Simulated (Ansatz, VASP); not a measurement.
Pt: VASP beside Ansatz

```
Pt
1.0
    -1.67748    1.44341    1.56044
     1.44341   -1.67748    1.56044
     1.67748    1.67748   -1.79451
Pt
1
Direct
  0.00000 0.00000 0.00000
```

Change from the starting cell: engineering shear strain xz -0.1500, engineering shear strain yz -0.1500.

Alike in both runs: task single point; functional PBEsol; k mesh 20 × 20 × 20; occupations gaussian, width 0.15 eV; no spin polarisation.

|  | VASP | Ansatz |
| --- | --- | --- |
| version | VASP 6.6.1 | Ansatz 0.2.0 |
| potentials or method | VASP PAW PBE potentials, release 64 (Pt), cutoff 520 eV | scalar-relativistic, plane waves, PAW |
| valence electrons in the cell | 10 | 18 |

Ansatz gave:

* gap on the k mesh at the Fermi level (eV): none
* pressure (GPa): 18.1
* traceless stress, the component that is largest in VASP (GPa): 26.64

What did VASP give for the same quantities?

gap on the k mesh at the Fermi level (eV): none; pressure (GPa): 17.7; traceless stress, the component that is largest in VASP (GPa): 26.51.

VASP's potentials were made for PBE, not for PBEsol, and Ansatz warns of the same on its side. A gap of «none» marks a metal or a gap that the smearing closes. With one functional, cell and mesh, what is left measures potentials, basis and numerics. VASP's potentials hold 10 valence electrons a cell and Ansatz's 18, so a difference there can come from the potentials and not from the codes.

Spin-orbit coupling is off throughout.
